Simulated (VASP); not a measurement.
## Be: single point with r2SCAN

Crystal: Be.

```
Be
1.0
     1.12949    0.65211    5.36025
    -1.12949    0.65211    5.36025
     0.00000   -1.30422    5.36025
Be
3
Direct
  0.00000 0.00000 0.00000
  0.22159 0.22159 0.22159
  0.77841 0.77841 0.77841
```

```json
{
 "Program": "VASP 6.6.1",
 "Task": "single point",
 "Functional": "r2SCAN",
 "Potentials or basis": "VASP PAW PBE potentials, release 64 (Be)",
 "Cutoff": "520 eV",
 "k mesh": "9 × 9 × 9",
 "Occupations": "gaussian, width 0.1 eV",
 "Spin": "no spin polarisation"
}
```

```yaml
Pressure: 0.2 GPa
Largest_force: 0.005 eV/Å
Band_gap_on_the_k_mesh: zero (band 3 reaches 7.72 eV, above the bottom of band 4 at 6.07 eV)
```

Forces on the atoms (eV/Å):
```
Be   0.000  0.000  0.000
Be   0.000  0.000  0.005
Be   0.000  0.000 -0.005
```

Stress tensor (GPa, compression positive):
```
0.07 0.00 0.00
0.00 0.07 0.00
0.00 0.00 0.41
```

Levels at points of the mesh, in eV from the Fermi level:
```tsv
k point	band 1	band 2	band 3	band 4	band 5	band 6
(0.00, 0.00, 0.00)	-11.83	-7.75	-7.74	7.01	7.18	18.58
```

It took 2.2 min on 1 thread of Intel(R) Xeon(R) 6975P-C (Granite Rapids), on a shared host, peak memory 0.27 GiB.

Caveat: the PAW data sets were made with another functional, which shifts forces and pressure a little.
